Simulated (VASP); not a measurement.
Here is a VASP 6.6.1 calculation.

INCAR

```
SYSTEM = ReIrS4
  PREC = Accurate
  ENCUT = 520
  EDIFF = 1E-7
  ISMEAR = 0
  SIGMA = 0.1
  LREAL = .FALSE.
  LASPH = .TRUE.
  NELM = 150
  ALGO = Normal
  ISIF = 2
  LWAVE = .FALSE.
  LCHARG = .FALSE.
  ISPIN = 2
  MAGMOM = 2.49 -0.6 -0.16 -0.16 -0.16 -0.16
  LORBIT = 11
  LMAXMIX = 4
  GGA = PE
  NBANDS = 33
```

Contents of KPOINTS:

```
regular mesh
0
G
  4 4 4
  0 0 0
```

Contents of POSCAR:

```
ReIrS4
1.0
    0.0000000000      3.5335337587      3.5335337587
    3.5335337587      0.0000000000      3.5335337587
    3.5335337587      3.5335337587      0.0000000000
Re Ir S
1 1 4
Direct
    0.0000000000      0.0000000000      0.0000000000
    0.7500000000      0.7500000000      0.7500000000
    0.3753618353      0.8739144940      0.3753618353
    0.3753618353      0.3753618353      0.8739144940
    0.3753618353      0.3753618353      0.3753618353
    0.8739144940      0.3753618353      0.3753618353
```

Potentials or basis: VASP PAW PBE potentials, release 64 (Re, Ir, S).

Run with:

```bash
$ cat potpaw_PBE.64/Re/POTCAR potpaw_PBE.64/Ir/POTCAR potpaw_PBE.64/S/POTCAR > POTCAR
$ mpirun -np 1 vasp_std > vasp.out
```

(1) Estimate the band gap on the k mesh.

(2) Estimate the pressure.

(3) Predict the net moment.

(4) What does it give for the largest force?

Results:

(1) zero (filled and empty bands overlap).

(2) -0.1 GPa.

(3) 0.01 μB per cell.

(4) 0.009 eV/Å.

Caveat: the k points lie up to 0.38 Å⁻¹ apart; spin-orbit coupling is left out, which moves the levels of the heavy elements.
